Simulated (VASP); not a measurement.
# Rh: single point with PBE

Rh:

```xyz
1
Lattice="2.7082 0.0000 0.0000 -1.3541 2.3453 0.0000 1.3541 0.7818 2.2112" Properties=species:S:1:pos:R:3 pbc="T T T"
Rh    0.0000    0.0000    0.0000
```

```
Program             : VASP 6.6.1
Task                : single point
Functional          : PBE
Potentials or basis : VASP PAW PBE potentials, release 64 (Rh_pv)
Cutoff              : 520 eV
k mesh              : 15 × 15 × 15
Occupations         : gaussian, width 0.1 eV
Spin                : no spin polarisation
```

```yaml
Pressure: 0.0 GPa
Band_gap_on_the_k_mesh: zero (an odd number of electrons rules out a gap without spin polarisation)
```

Levels at points of the mesh, in eV from the Fermi level:
```tsv
k point	band 3	band 4	band 5	band 6	band 7	band 8	band 9	band 10	band 11	band 12
(0.00, 0.00, 0.00)	-46.36	-7.81	-2.99	-2.99	-2.99	-0.98	-0.98	16.00	20.56	21.34
```

Run time: 46 s on 1 thread of AMD EPYC 7R13, on a shared host, peak memory 0.11 GiB.
